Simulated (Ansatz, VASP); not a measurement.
Two plane-wave programs on ZnMo3

Contents of INCAR:

```
SYSTEM = ZnMo3
PREC = Accurate
ENCUT = 600
EDIFF = 1E-6
ISMEAR = -1
SIGMA = 0.05
LREAL = .FALSE.
LASPH = .TRUE.
NELM = 100
ALGO = Fast
ISIF = 3
LWAVE = .FALSE.
LCHARG = .FALSE.
GGA = PE
IBRION = 2
NSW = 60
EDIFFG = -0.01
```

The input KPOINTS:

```
regular mesh
0
G
  7 7 7
  0 0 0
```

File POSCAR:

```
ZnMo3
1.0
    3.9431540000      0.0000000000      0.0000000000
    0.0000000000      3.9431540000      0.0000000000
    0.0000000000      0.0000000000      3.9431540000
Mo Zn
3 1
Direct
    0.5000000000      0.5000000000      0.0000000000
    0.5000000000      0.0000000000      0.5000000000
    0.0000000000      0.5000000000      0.5000000000
    0.0000000000      0.0000000000      0.0000000000
```

Contents of input.yaml:

```yaml
crystal:
  lattice:
    - [3.943154, 0.0, 0.0]
    - [0.0, 3.943154, 0.0]
    - [0.0, 0.0, 3.943154]
  atoms:
    - { symbol: Mo, position: [0.5, 0.5, 0.0] }
    - { symbol: Mo, position: [0.5, 0.0, 0.5] }
    - { symbol: Mo, position: [0.0, 0.5, 0.5] }
    - { symbol: Zn, position: [0.0, 0.0, 0.0] }
hamiltonian:
  xc: pbe
  pseudopotentials: { kind: paw }
kpoints:
  mp_grid: { grid: [7, 7, 7] }
scf:
  occupations: { method: fermi_dirac, width: 0.05 }
output:
  forces: true
  stress: true
  eigenvalues: true
  write_density: true
  write_potential: true
  elf: true
  volumetric_format: npy
relax:
  f_tol: 0.01
  max_steps: 40
  cell: { stress_tol: 0.05 }
```

Alike in both runs: task relaxation of cell and atoms; functional PBE; k mesh 7 × 7 × 7; occupations fermi-dirac, width 0.05 eV; no spin polarisation.

|  | VASP | Ansatz |
| --- | --- | --- |
| version | VASP 6.6.1 | Ansatz 0.2.0 |
| potentials or method | VASP PAW PBE potentials, release 64 (Mo_sv, Zn) | Ansatz PAW |
| plane-wave cutoff (eV) | 600 | 420 |
| valence electrons in the cell | 54 | 54 |

```tsv
	VASP	Ansatz	Ansatz less VASP
gap on the k mesh at the Fermi level, each at its own relaxed structure (eV)	none	none	-
relaxed volume (Å³/atom)	15.27	15.24	-0.032
relaxed length of the cell vector where the two differ most in proportion (Å)	3.938	3.935	-0.0027
```

A gap of «none» marks a metal or a gap that the smearing closes.

Noted on Ansatz's run: the plane-wave basis is chosen anew once the cell has moved, so the energies of steps on either side of that aren't comparable.
